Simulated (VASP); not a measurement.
Runs of VASP 6.6.1 on BaS. The structure is that of space group Fm-3m (No. 225), or close to it. The cells are those of the table. 

```csv
cell,gap on the mesh (eV),pressure (GPa)
"a = 4.469 Å, angles 60.0°, 2 atoms",2.47,3.1
"a = 4.592 Å, angles 60.0°, 2 atoms",(b),-0.8
"a = 4.562 Å, angles 60.0°, 2 atoms",2.57,(a)
"a = 4.651 Å, angles 60.0°, 2 atoms",2.65,-2.3
```

Alike in all rows: task electric field gradients; level r2SCAN; potentials or basis VASP PAW PBE potentials, release 64 (Ba_sv, S); no spin polarisation; k mesh 7 × 7 × 7; cutoff (eV) 520; smearing fermi-dirac 0.02 eV.

Task: Fill in the values left out.

Result: (a) 0.0; (b) 2.60.

Caveats: the PAW data sets were made with another functional, which shifts forces and pressure a little; spin-orbit coupling is left out, which moves the levels of the heavy elements; an odd mesh through Γ misses points on the zone boundary, where band edges can lie; the cell stands under pressure (at least some runs).

A k mesh can miss the band edges, and the runs leave out spin-orbit coupling on Ba.
